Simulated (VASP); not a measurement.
# TiSi16 (a cell with a defect): relaxation of the atoms with PBE

System: TiSi16 (a cell with a defect).

```
Si Ti
1.0
     0.00000    5.43000    5.43000
     5.43000    0.00000    5.43000
     5.43000    5.43000    0.00000
Si Ti
16 1
Direct
  0.00000 0.00000 0.00000
  0.12500 0.12500 0.12500
  0.00000 0.00000 0.50000
  0.12500 0.12500 0.62500
  0.00000 0.50000 0.00000
  0.12500 0.62500 0.12500
  0.00000 0.50000 0.50000
  0.12500 0.62500 0.62500
  0.50000 0.00000 0.00000
  0.62500 0.12500 0.12500
  0.50000 0.00000 0.50000
  0.62500 0.12500 0.62500
  0.50000 0.50000 0.00000
  0.62500 0.62500 0.12500
  0.50000 0.50000 0.50000
  0.62500 0.62500 0.62500
  0.37846 0.87427 0.37368
```

```
Program                : VASP 6.6.1
Task                   : relaxation of the atoms
Functional             : PBE
Potentials or basis    : VASP PAW PBE potentials, release 64 (Si, Ti_sv)
Cutoff                 : 520 eV
k mesh                 : 2 × 2 × 2
Occupations            : gaussian, width 0.05 eV
Spin                   : no spin polarisation
Dipole correction      : no
Further INCAR settings : LREAL = Auto; ALGO = Normal; EDIFF = 1e-07; IBRION = 2; EDIFFG = -0.03; NSW = 80
```

```
Energy gained by relaxing    : 22.1 meV/atom
Ionic steps                  : 6
Pressure after relaxing      : 4.0 GPa
Largest force after relaxing : 0.017 eV/Å
Band gap on the k mesh       : zero (bands 38 and 39 overlap by 0.43 eV)
```

Forces on the atoms (eV/Å):
```
Si   0.007 -0.007  0.002
Si  -0.004 -0.005  0.004
Si   0.010 -0.010 -0.009
Si   0.005  0.004  0.005
Si  -0.002 -0.007 -0.007
Si   0.001 -0.001 -0.001
Si   0.006  0.002 -0.007
Si  -0.003  0.003 -0.005
Si  -0.001  0.001  0.002
Si   0.001 -0.001  0.002
Si  -0.001  0.001  0.002
Si  -0.002  0.001  0.001
Si  -0.008  0.008  0.007
Si  -0.001 -0.001  0.000
Si  -0.002  0.002  0.001
Si   0.001  0.001  0.000
Ti  -0.007  0.007  0.003
```

The path:
```csv
step,energy change (eV),largest force (eV/Å),pressure (GPa)
1,0.0000,1.8140,4.92
2,-0.3715,0.1934,3.99
3,-0.3719,0.1255,4.00
4,-0.3757,0.1090,4.00
5,-0.3757,0.1167,4.01
6,-0.3763,0.0167,4.01
```

Final structure:
```xyz
17
Lattice="0.0000 5.4300 5.4300 5.4300 0.0000 5.4300 5.4300 5.4300 0.0000" Properties=species:S:1:pos:R:3 pbc="T T T"
Si    5.4132    0.0168    5.4145
Si    1.3564    1.3223    1.3586
Si    2.7572    8.1028    5.3878
Si    4.1077    4.0736    1.3586
Si    2.7306    0.0166    2.7318
Si    4.0726    1.3574    4.0724
Si    5.4134    2.6994    2.7318
Si    6.7865    4.0735    4.0375
Si    5.3845    8.0998    2.7605
Si    1.3573    4.0727    4.1088
Si    2.7603    5.4756    2.7606
Si    4.0705    6.7896    4.0753
Si    2.7316    2.6984    5.4136
Si    4.0363    4.0726    6.7879
Si    5.3848    5.4752    5.3852
Si    6.7875    6.8237    6.7879
Ti    6.7859    4.0742    6.7898
```

Levels at points of the mesh, in eV from the Fermi level:
```csv
k point,band 34,band 35,band 36,band 37,band 38,band 39,band 40,band 41
"(0.00, 0.00, 0.00)",-0.99,-0.99,-0.99,-0.41,-0.40,-0.40,-0.10,-0.10
"(0.50, 0.00, 0.00)",-1.97,-1.37,-1.37,-0.28,0.03,0.03,0.44,0.44
"(0.00, 0.50, 0.00)",-1.97,-1.37,-1.37,-0.28,0.03,0.03,0.44,0.44
"(0.00, 0.00, 0.50)",-1.97,-1.37,-1.37,-0.28,0.03,0.03,0.44,0.44
"(0.50, 0.50, 0.50)",-1.97,-1.37,-1.37,-0.28,0.03,0.03,0.44,0.44
"(0.50, 0.50, 0.00)",-2.01,-2.01,-1.88,-0.71,-0.04,0.57,0.57,1.11
"(0.00, 0.50, 0.50)",-2.01,-2.01,-1.88,-0.71,-0.04,0.57,0.57,1.11
"(0.50, 0.00, 0.50)",-2.01,-2.01,-1.88,-0.71,-0.04,0.57,0.57,1.11
```

Wall time 24 min on 1 thread of Oxide Virtual Turin-like Processor, on a shared host, peak memory 0.5 GiB.

Caveat: the k points lie up to 0.50 Å⁻¹ apart.
